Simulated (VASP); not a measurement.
# BaTiO3 (R3m) in VASP: relaxation of the atoms with PBE+U

Aim: the relaxation of the atoms of BaTiO3 with PBE+U.

Everything below comes from runs of VASP 6.6.1. Logs are shortened: lines on timing, memory, paths and dates and some standing lists are left out, and cuts for length are marked.

### 1 The cell of the first run

Symmetry: R3m, No. 160, trigonal system. The conventional cell has a = 5.635 Å, b = 5.635 Å, c = 6.933 Å, α = 90.00°, β = 90.00°, γ = 120.00°. Within 3.6 Å of Ba (site symmetry 3m) lie 12 O at 2.76 to 2.90 Å and 8 Ti at 3.40 to 3.54 Å. Ti (site symmetry 3m) has 6 O at 1.88 to 2.12 Å within 2.5 Å. Within 2.5 Å of O (site symmetry m) lie 2 Ti at 1.88 to 2.12 Å.

### 2 Relaxation of the atoms, PBE+U (equal strain along all axes, cell held: -1.5 %)

INCAR reads:

```
SYSTEM = BaTiO3
ALGO     = Normal         ! electronic algorithm
EDIFF    = 1E-6           ! SCF threshold, eV
EDIFFG   = -0.008         ! ionic threshold
ENCUT    = 520            ! plane-wave cutoff, eV
GGA      = PE             ! functional
IBRION   = 2              ! ionic algorithm
ISIF     = 2              ! what is computed and relaxed
ISMEAR   = 0              ! smearing method
LASPH    = .True.         ! aspherical terms in the spheres
LCHARG   = .False.        ! write CHGCAR
LDAU     = .True.         ! DFT+U
LDAUJ    = 0 0 0        
LDAUL    = -1 2 -1        ! shell
LDAUPRINT= 1            
LDAUTYPE = 2            
LDAUU    = 0 4 0          ! U, eV
LMAXMIX  = 4              ! l up to which the mixer works
LREAL    = .False.        ! projectors in reciprocal space
LWAVE    = .False.        ! write WAVECAR
NELM     = 150            ! most SCF steps
NSW      = 60             ! ionic steps
PREC     = Accurate       ! precision mode
SIGMA    = 0.02           ! smearing width, eV
```

KPOINTS reads:

```
k-points
0
Gamma
  6 6 6
  0 0 0
```

POSCAR reads:

```
BaTiO3
1.0
    2.8176170427      1.6267519581      2.3110177116
   -2.8176170427      1.6267519581      2.3110177116
    0.0000000000     -3.2535039162      2.3110177116
Ba Ti O
1 1 3
Direct
    0.0011724735      0.0011724735      0.0011724735
    0.5112785985      0.5112785985      0.5112785985
    0.4887886413      0.9810726456      0.4887886413
    0.4887886413      0.4887886413      0.9810726456
    0.9810726456      0.4887886413      0.4887886413
```

Potentials or basis: VASP PAW PBE potentials, release 64 (Ba_sv, Ti_sv, O).

Command:

```bash
$ cat potpaw_PBE.64/Ba_sv/POTCAR potpaw_PBE.64/Ti_sv/POTCAR potpaw_PBE.64/O/POTCAR > POTCAR
$ mpirun -np 1 vasp_std > vasp.out
```

OUTCAR:

```text
SYSTEM = BaTiO3
   EDIFF = 1E-6
   EDIFFG = -0.008
   ENCUT = 520
   GGA = PE
   IBRION = 2
   ISIF = 2
   ISMEAR = 0
   LASPH = .True.
   LREAL = .False.
   NELM = 150
   NSW = 60
   PREC = Accurate

 ion  position               nearest neighbor table
   1  0.001  0.001  0.001-   3 2.76   5 2.76   4 2.76   4 2.82   4 2.82   3 2.82   5 2.82   3 2.82
                             5 2.82   5 2.90   3 2.90   4 2.90   2 3.40   2 3.43   2 3.43   2 3.43
   2  0.511  0.511  0.511-   3 1.88   5 1.88   4 1.88   3 2.12   5 2.12   4 2.12   1 3.40   1 3.43
                             1 3.43   1 3.43   1 3.48   1 3.48   1 3.48   1 3.54
   3  0.489  0.981  0.489-   2 1.88   2 2.12   1 2.76   1 2.82   1 2.82   1 2.90
   4  0.489  0.489  0.981-   2 1.88   2 2.12   1 2.76   1 2.82   1 2.82   1 2.90
   5  0.981  0.489  0.489-   2 1.88   2 2.12   1 2.76   1 2.82   1 2.82   1 2.90

  LATTYP: Found a trigonal (rhomboedric) cell.
 ALAT       =     3.9907506306
 COS(alpha) =     0.0030239058

  Lattice vectors:

 A1 = (   2.8176170427,   1.6267519581,   2.3110177116)
 A2 = (  -2.8176170427,   1.6267519581,   2.3110177116)
 A3 = (   0.0000000000,  -3.2535039162,   2.3110177116)

Analysis of symmetry for initial positions (statically):
=====================================================================
 Subroutine PRICEL returns:
 Original cell was already a primitive cell.

 Routine SETGRP: Setting up the symmetry group for a
 trigonal (rhombohedral) supercell.

 Subroutine GETGRP returns: Found  6 space group operations
 (whereof  6 operations were pure point group operations)
 out of a pool of 12 trial point group operations.

The static configuration has the point symmetry C_3v.

Analysis of symmetry for dynamics (positions and initial velocities):
=====================================================================
 Subroutine PRICEL returns:
 Original cell was already a primitive cell.

 Routine SETGRP: Setting up the symmetry group for a
 trigonal (rhombohedral) supercell.

 Subroutine GETGRP returns: Found  6 space group operations
 (whereof  6 operations were pure point group operations)
 out of a pool of 12 trial point group operations.

The dynamic configuration has the point symmetry C_3v.

 Subroutine INISYM returns: Found  6 space group operations
 (whereof  6 operations are pure point group operations),
 and found     1 'primitive' translations

----------------------------------------------------------------------------------------

                                     Primitive cell

  volume of cell :      63.5562

  direct lattice vectors                    reciprocal lattice vectors
     2.817617043  1.626751958  2.311017712     0.177454918  0.102453644  0.144236598
    -2.817617043  1.626751958  2.311017712    -0.177454918  0.102453644  0.144236598
     0.000000000 -3.253503916  2.311017712     0.000000000 -0.204907289  0.144236598

  length of vectors
     3.990750631  3.990750631  3.990750631     0.250581710  0.250581710  0.250581710

  position of ions in fractional coordinates (direct lattice)
     0.001172473  0.001172473  0.001172473
     0.511278598  0.511278598  0.511278598
     0.488788641  0.981072646  0.488788641
     0.488788641  0.488788641  0.981072646
     0.981072646  0.488788641  0.488788641

  ion indices of the primitive-cell ions
   primitive index   ion index
                 1           1
                 2           2
                 3           3
                 4           4
                 5           5

----------------------------------------------------------------------------------------

 KPOINTS: k-points

Automatic generation of k-mesh.
 Grid dimensions read from file:
 generate k-points for:    6    6    6

 Generating k-lattice:

  Cartesian coordinates                     Fractional coordinates (reciprocal lattice)
     0.029575820  0.017075607  0.024039433     0.166666667  0.000000000  0.000000000
    -0.029575820  0.017075607  0.024039433     0.000000000  0.166666667  0.000000000
     0.000000000 -0.034151215  0.024039433     0.000000000  0.000000000  0.166666667

  Length of vectors
     0.041763618  0.041763618  0.041763618

  Shift w.r.t. Gamma in fractional coordinates (k-lattice)
     0.000000000  0.000000000  0.000000000

 Subroutine IBZKPT returns following result:
[... 44 lines left out ...]
   LNONCOLLINEAR =      F non collinear calculations
   LSORBIT =      F    spin-orbit coupling
   LASPH  =      T    aspherical Exc in radial PAW
   ENCUT  =  520.0 eV  38.22 Ry    6.18 a.u.   7.42  7.42  7.42*2*pi/ulx,y,z
   NELM   =    150;   NELMIN=  2; NELMDL= -5     # of ELM steps
   EDIFF  = 0.1E-05   stopping-criterion for ELM
   LREAL  =      F    real-space projection
   EDIFFG = -.8E-02   stopping-criterion for IOM
   NSW    =     60    number of steps for IOM
   IBRION =      2    ionic relax: 0-MD 1-quasi-New 2-CG
   NFREE  =      1    steps in history (QN), initial steepest desc. (CG)
   ISIF   =      2    stress and relaxation
   ISYM   =      2    0-nonsym 1-usesym 2-fastsym
   POTIM  = 0.5000    time-step for ionic-motion
   TEBEG  =    0.0;   TEEND  =   0.0 temperature during run
   PSTRESS=    0.0 pullay stress
   NELECT =      40.0000    total number of electrons
   NUPDOWN=      -1.0000    fix difference up-down
   EMIN   =  10.00;   EMAX   =-10.00  energy-range for DOS
   EFERMI =   0.00;   METHOD = LEGACY
   ISMEAR =     0;   SIGMA  =   0.02  broadening in eV -4-tet -1-fermi 0-gaus
   EFERMI_NEDOS =   21; number of points for ismear=-14 and -15
   IALGO  =     38    algorithm
   IMIX   =      4    mixing-type and parameters
     AMIX     =   0.40;   BMIX     =  1.00
     AMIX_MAG =   1.60;   BMIX_MAG =  1.00
  volume/ion in A,a.u.               =      12.71        85.78
  Fermi-wavevector in a.u.,A,eV,Ry     =   1.402950  2.651191 26.779925  1.968269
  Thomas-Fermi vector in A             =   2.525661
   LORBIT       =      0    0 simple, 1 ext, 2 COOP (PROOUT), +10 PAW based schemes
 LDA+U is selected, type is set to LDAUTYPE =  2
   angular momentum for each species LDAUL =    -1    2   -1
   U (eV)           for each species LDAUU =   0.0  4.0  0.0
   J (eV)           for each species LDAUJ =   0.0  0.0  0.0
   GGA     = PE    functional components
   LHFCALC =     F    Hartree Fock is set to
   AEXX    =    0.0000 exact exchange contribution
   IVDW    =     0    specifies the selected vdW correction
   LEPSILON=     F    determine dielectric tensor
   LRPA    =     F    only Hartree local field effects (RPA)
 conjugate gradient relaxation of ions
 non-spin polarized calculation
 Gauss-broadening in eV      SIGMA  =   0.02
  energy-cutoff  :      520.00
  volume of cell :       63.56
 maximum number of plane-waves:      1743
 NGX is ok and might be reduce to    30
   NGX = 15   NGY = 15   NGZ = 15

--------------------------------------- Ionic step        1  -------------------------------------------

 number of electron      40.0000004 magnetization

 Free energy of the ion-electron system (eV)
  ---------------------------------------------------
  ext. energy  EPLUGINS =         0.00000000
  ---------------------------------------------------
  free energy    TOTEN  =       -37.16635596 eV

  energy without entropy =      -37.16635596  energy(sigma->0) =      -37.16635596

------------------------ aborting loop because EDIFF is reached ----------------------------------------

  FORCE on cell =-STRESS in cart. coord.  units (eV):
  Direction    XX          YY          ZZ          XY          YZ          ZX
  --------------------------------------------------------------------------------------
  -------------------------------------------------------------------------------------
  Total        4.8400015      4.8400015      4.4698652      0.0000000      0.0000000      0.0000000
  in kB      122.0107938    122.0107938    112.6800891      0.0000000      0.0000000      0.0000000
  external PRESSURE =     118.9005589 kB  Pullay stress =       0.0000000 kB
[... 98 lines left out ...]
  FREE ENERGIE OF THE ION-ELECTRON SYSTEM (eV)
  ---------------------------------------------------
  free  energy   TOTEN  =       -37.2435997068 eV

  energy  without entropy=      -37.2435997068  energy(sigma->0) =      -37.24359971

[... ionic steps 4 to 8 ...]

--------------------------------------- Ionic step        9  -------------------------------------------

 number of electron      40.0000023 magnetization

------------------------ aborting loop because EDIFF is reached ----------------------------------------
[... 67 lines left out ...]
  FREE ENERGIE OF THE ION-ELECTRON SYSTEM (eV)
  ---------------------------------------------------
  free  energy   TOTEN  =       -37.2620333026 eV

  energy  without entropy=      -37.2620333026  energy(sigma->0) =      -37.26203330

atom =   2  type =  2  l = 2

 onsite density matrix

spin component  1

  0.1490  0.0000  0.0000  0.0636 -0.0000
  0.0000  0.1946  0.0000  0.0000  0.0636
  0.0000  0.0000  0.1042 -0.0000  0.0000
  0.0636  0.0000 -0.0000  0.1946  0.0000
 -0.0000  0.0636  0.0000  0.0000  0.1490

spin component  2

  0.1490  0.0000  0.0000  0.0636 -0.0000
  0.0000  0.1946  0.0000  0.0000  0.0636
  0.0000  0.0000  0.1042 -0.0000  0.0000
  0.0636  0.0000 -0.0000  0.1946  0.0000
 -0.0000  0.0636  0.0000  0.0000  0.1490

 occupancies and eigenvectors

  o =  0.1042  v =  0.0000 -0.0000 -1.0000  0.0000  0.0000  0.0000  0.0000  0.0000  0.0000  0.0000      0.0000  0.0000  0.0000  0.0000  0.0000  0.0000  0.0000  0.0000  0.0000  0.0000
  o =  0.1042  v =  0.0000  0.0000  0.0000  0.0000  0.0000  0.0000 -0.0000 -1.0000  0.0000  0.0000      0.0000  0.0000  0.0000  0.0000  0.0000  0.0000  0.0000  0.0000  0.0000  0.0000
  o =  0.1043  v =  0.0000  0.0000  0.0000  0.0000  0.0000 -0.8177  0.0000  0.0000  0.5757 -0.0000      0.0000  0.0000  0.0000  0.0000  0.0000  0.0000  0.0000  0.0000  0.0000  0.0000
  o =  0.1043  v = -0.8177  0.0000  0.0000  0.5757 -0.0000  0.0000  0.0000  0.0000  0.0000  0.0000      0.0000  0.0000  0.0000  0.0000  0.0000  0.0000  0.0000  0.0000  0.0000  0.0000
  o =  0.1043  v =  0.0000 -0.5757  0.0000 -0.0000  0.8177  0.0000  0.0000  0.0000  0.0000  0.0000      0.0000  0.0000  0.0000  0.0000  0.0000  0.0000  0.0000  0.0000  0.0000  0.0000
  o =  0.1043  v =  0.0000  0.0000  0.0000  0.0000  0.0000  0.0000 -0.5757  0.0000 -0.0000  0.8177      0.0000  0.0000  0.0000  0.0000  0.0000  0.0000  0.0000  0.0000  0.0000  0.0000
  o =  0.2393  v = -0.5757  0.0000 -0.0000 -0.8177  0.0000  0.0000  0.0000  0.0000  0.0000  0.0000      0.0000  0.0000  0.0000  0.0000  0.0000  0.0000  0.0000  0.0000  0.0000  0.0000
  o =  0.2393  v =  0.0000  0.0000  0.0000  0.0000  0.0000 -0.5757  0.0000 -0.0000 -0.8177  0.0000      0.0000  0.0000  0.0000  0.0000  0.0000  0.0000  0.0000  0.0000  0.0000  0.0000
  o =  0.2393  v =  0.0000 -0.8177 -0.0000 -0.0000 -0.5757  0.0000  0.0000  0.0000  0.0000  0.0000      0.0000  0.0000  0.0000  0.0000  0.0000  0.0000  0.0000  0.0000  0.0000  0.0000
  o =  0.2393  v =  0.0000  0.0000  0.0000  0.0000  0.0000  0.0000 -0.8177 -0.0000 -0.0000 -0.5757      0.0000  0.0000  0.0000  0.0000  0.0000  0.0000  0.0000  0.0000  0.0000  0.0000

--------------------------------------- Ionic step       11  -------------------------------------------

 number of electron      40.0000023 magnetization

 Free energy of the ion-electron system (eV)
  ---------------------------------------------------
  ext. energy  EPLUGINS =         0.00000000
  ---------------------------------------------------
  free energy    TOTEN  =       -37.26203969 eV

  energy without entropy =      -37.26203969  energy(sigma->0) =      -37.26203969

 E-fermi :   4.1580     XC(G=0): -11.3140

 val. band max:        4.0442942372   @ k =   0.5000   0.5000   0.5000
 cond. band min:       6.2709914247   @ k =   0.0000   0.0000   0.0000
 fundamental gap:      2.2266971875
 Fermi energy:         4.1580427080

 k-point     1 :       0.0000    0.0000    0.0000
  band No.  band energies     occupation
      1     -53.6495      2.00000
      2     -29.8168      2.00000
      3     -29.8168      2.00000
      4     -29.8124      2.00000
      5     -20.7575      2.00000
      6     -12.9328      2.00000
[... 637 lines left out ...]
     23       8.3301      0.00000
     24       9.5688      0.00000

 [... further k-points ...]
[... 5 lines left out ...]
  --------------------------------------------------------------------------------------
  -------------------------------------------------------------------------------------
  Total        3.6234651      3.6234651      3.1600472      0.0000000      0.0000000     -0.0000000
  in kB       91.3433282     91.3433282     79.6611054      0.0000000      0.0000000     -0.0000000
  external PRESSURE =      87.4492539 kB  Pullay stress =       0.0000000 kB
[... 20 lines left out ...]
  FREE ENERGIE OF THE ION-ELECTRON SYSTEM (eV)
  ---------------------------------------------------
  free  energy   TOTEN  =       -37.2620396924 eV

  energy  without entropy=      -37.2620396924  energy(sigma->0) =      -37.26203969

 reached required accuracy - stopping structural energy minimisation
```

It took 5.3 min on 1 thread of Intel Xeon Platinum 8488C (Sapphire Rapids), shared host; peak memory 0.2 GiB.

Results:

- Free energy: -37.2620 eV
- Energy gained by relaxing: 19.1 meV/atom
- Ionic steps: 11
- Pressure after relaxing: 8.7 GPa
- Largest force after relaxing: 0.004 eV/Å
- Band gap on the k mesh: 2.23 eV (least direct gap 2.40 eV)

Forces on the atoms (eV/Å):
```
Ba   0.000  0.000  0.003
Ti   0.000  0.000 -0.004
O    0.002 -0.001  0.000
O    0.000  0.002  0.000
O   -0.002 -0.001  0.000
```

Step by step:
```csv
step,energy change (eV),largest force (eV/Å),pressure (GPa)
1,0.0000,1.0866,11.89
2,-0.0726,0.3360,9.43
3,-0.0772,0.2587,8.97
4,-0.0885,0.1643,8.87
5,-0.0945,0.0770,8.77
6,-0.0946,0.0755,8.77
7,-0.0956,0.0233,8.75
8,-0.0957,0.0093,8.74
9,-0.0957,0.0090,8.75
10,-0.0957,0.0092,8.75
11,-0.0957,0.0040,8.74
```

Final structure:
```cif
data_structure
_symmetry_space_group_name_H-M 'P 1'
_symmetry_Int_Tables_number 1
_cell_length_a 3.9908
_cell_length_b 3.9908
_cell_length_c 3.9908
_cell_angle_alpha 89.827
_cell_angle_beta 89.827
_cell_angle_gamma 89.827
_cell_volume 63.56
loop_
_atom_site_label
_atom_site_type_symbol
_atom_site_fract_x
_atom_site_fract_y
_atom_site_fract_z
_atom_site_occupancy
Ba1 Ba 0.99419 0.99419 0.99419 1
Ti1 Ti 0.49429 0.49429 0.49429 1
O1 O 0.49419 0.99423 0.49419 1
O2 O 0.49419 0.49419 0.99423 1
O3 O 0.99423 0.49419 0.49419 1
```

Levels at points of the mesh, in eV from the valence-band top:
```csv
k point,band 16,band 17,band 18,band 19,band 20,band 21,band 22,band 23,band 24
"(0.00, 0.00, 0.00)",-1.13,-1.11,-0.20,-0.17,-0.17,2.23,2.23,2.24,3.99
"(0.50, 0.00, 0.00)",-1.97,-1.76,-1.75,-0.80,-0.78,2.43,3.96,3.97,4.00
"(0.50, 0.50, 0.00)",-2.65,-1.88,-0.89,-0.88,-0.09,3.98,3.98,4.41,4.81
"(0.50, 0.50, 0.50)",-2.30,-2.30,-0.01,0.00,0.00,4.65,4.65,4.66,6.68
```

Eigenvalues of the final occupation matrices:
| site | spin | trace | eigenvalues |
| --- | --- | --- | --- |
| site 2 d | 1 | 0.79 | 0.10 0.10 0.10 0.24 0.24 |
| site 2 d | 2 | 0.79 | 0.10 0.10 0.10 0.24 0.24 |

Caveat: the cell differs from its parent crystal (equal strain along all axes, cell held: -1.5 %); spin-orbit coupling is left out, which moves the levels of the heavy elements.
